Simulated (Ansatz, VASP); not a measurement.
Two plane-wave programs on SiC

File INCAR:

```
SYSTEM = SiC
  PREC = Accurate
  ENCUT = 520
  EDIFF = 1E-7
  ISMEAR = 0
  SIGMA = 0.05
  LREAL = .False.
  LASPH = .True.
  NELM = 100
  ALGO = Normal
  ISIF = 2
  LWAVE = .False.
  LCHARG = .True.
  GGA = PE
  LELF = .True.
  LVHAR = .True.
  NBANDS = 11
```

The input KPOINTS:

```
Automatic mesh
0
Gamma
  10 10 10
  0 0 0
```

File POSCAR:

```
SiC
1.0
    0.0000000000      2.1898640950      2.1898640950
    2.1898640950      0.0000000000      2.1898640950
    2.1898640950      2.1898640950      0.0000000000
Si C
1 1
Direct
    0.0000000000      0.0000000000      0.0000000000
    0.7500000000      0.7500000000      0.7015650230
```

Input for Ansatz:

```yaml
crystal:
  lattice:
    - [0.0, 2.189864095, 2.189864095]
    - [2.189864095, 0.0, 2.189864095]
    - [2.189864095, 2.189864095, 0.0]
  atoms:
    - { symbol: Si, position: [0.0, 0.0, 0.0] }
    - { symbol: C, position: [0.75, 0.75, 0.701565023] }
basis:
  ecutwfc: 420
kpoints:
  mp_grid: { grid: [10, 10, 10] }
hamiltonian:
  xc: pbe
scf:
  occupations: { method: gaussian, width: 0.05 }
output:
  forces: true
  stress: true
  eigenvalues: true
  write_density: true
  write_potential: true
  elf: true
  volumetric_format: npy
```

Alike in both runs: task single point; functional PBE; k mesh 10 × 10 × 10; occupations gaussian, width 0.05 eV; no spin polarisation.

|  | VASP | Ansatz |
| --- | --- | --- |
| version | VASP 6.6.1 | Ansatz 0.2.0 |
| potentials or method | VASP PAW PBE potentials, release 64 (Si, C), cutoff 520 eV | scalar-relativistic, plane waves, PAW |
| valence electrons in the cell | 8 | 8 |

|  | VASP | Ansatz | Ansatz less VASP |
| --- | --- | --- | --- |
| gap on the k mesh at the Fermi level (eV) | 0.67 | 0.67 | +0.003 |
| least direct gap on the mesh (eV) | 4.21 | 4.22 | +0.002 |
| pressure (GPa) | 2.5 | 2.6 | +0.07 |
| traceless stress, the component that is largest in VASP (GPa) | -6.49 | -6.50 | -0.006 |
| rms of the force components (eV/Å) | 1.692 | 1.692 | +0.0004 |

Atom by atom the forces differ by 0.001 eV/Å (rms over components).
